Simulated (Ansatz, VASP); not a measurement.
One calculation of GaN, two programs

```xyz
2
Lattice="0.0000 2.1341 2.1341 2.1341 0.0000 2.1341 2.1341 2.1341 0.0000" Properties=species:S:1:pos:R:3 pbc="T T T"
Ga    0.0000    0.0000    0.0000
N     2.1341    2.1341    2.1341
```

Alike in both runs: functional PBE; k mesh 16 × 16 × 16; occupations fermi-dirac, width 0.05 eV; no spin polarisation.

Ansatz relaxed the structure, and its values are those at the end. VASP's run is a single point on that final structure, the one shown.

|  | VASP | Ansatz |
| --- | --- | --- |
| version | VASP 6.6.1 | Ansatz 0.2.0 |
| potentials or method | VASP PAW PBE potentials, release 64 (Ga_d, N) | PAW with Ansatz's default frozen-core files, scalar-relativistic |
| plane-wave cutoff (eV) | 520 | 420 |
| valence electrons in the cell | 18 | 18 |

VASP gave:

- pressure (GPa): 0.8

Task: Which values does Ansatz return?

Result: Pressure (GPa): 0.0.

With one functional, cell and mesh, what is left measures potentials, basis and numerics.
